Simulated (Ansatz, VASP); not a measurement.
# Sr in VASP and in Ansatz

Contents of POSCAR:

```
Sr
1.0
    0.0000000000      3.0521104090      3.0521104090
    3.0521104090      0.0000000000      3.0521104090
    3.0521104090      3.0521104090      0.0000000000
Sr
1
Direct
    0.0000000000      0.0000000000      0.0000000000
```

File INCAR.step1:

```
SYSTEM = Sr
PREC = Accurate
ENCUT = 520
ISMEAR = 1
SIGMA = 0.3
LREAL = .FALSE.
LASPH = .TRUE.
NELM = 80
NBANDS = 11
GGA = PE
ALGO = Normal
EDIFF = 1E-4
LWAVE = .TRUE.
LCHARG = .FALSE.
```

File INCAR.step2:

```
SYSTEM = Sr
PREC = Accurate
ENCUT = 520
EDIFF = 1E-7
ISMEAR = 1
SIGMA = 0.3
LREAL = .FALSE.
LASPH = .TRUE.
NELM = 80
ALGO = Normal
ISIF = 2
LWAVE = .FALSE.
LCHARG = .TRUE.
METAGGA = R2SCAN
LMIXTAU = .TRUE.
LELF = .TRUE.
LVHAR = .TRUE.
NBANDS = 11
ISTART = 1
```

KPOINTS

```
Automatic mesh
0
G
  9 9 9
  0 0 0
```

Input for Ansatz:

```yaml
crystal:
  lattice:
    - [0.0, 3.052110409, 3.052110409]
    - [3.052110409, 0.0, 3.052110409]
    - [3.052110409, 3.052110409, 0.0]
  atoms:
    - { symbol: Sr, position: [0.0, 0.0, 0.0] }
hamiltonian:
  xc: r2scan
  pseudopotentials:
    kind: paw
    azcp:
      Sr: "pseudopotentials/Sr.paw.azcp"
basis:
  ecutwfc: 500
  fft_grid_basis: typed
kpoints:
  mp_grid: { grid: [9, 9, 9], shift: [0, 0, 0] }
magnetization:
  spin_polarized: false
scf:
  occupations: { method: methfessel_paxton, width: 0.3 }
  lower_state_search: "off"
output:
  stress: true
```

Alike in both runs: task single point; functional r2SCAN; k mesh 9 × 9 × 9; occupations methfessel-paxton of order 1, width 0.3 eV; no spin polarisation.

|  | VASP | Ansatz |
| --- | --- | --- |
| version | VASP 6.6.1 | Ansatz 0.2.0 |
| potentials or method | VASP PAW PBE potentials, release 64 (Sr_sv), cutoff 520 eV | plane waves (500 eV) with PAW, scalar-relativistic |
| valence electrons in the cell | 10 | 10 |

|  | VASP | Ansatz | Ansatz less VASP |
| --- | --- | --- | --- |
| pressure (GPa) | 0.0 | 0.0 | -0.02 |

VASP's potentials were made for PBE, not for r2SCAN.
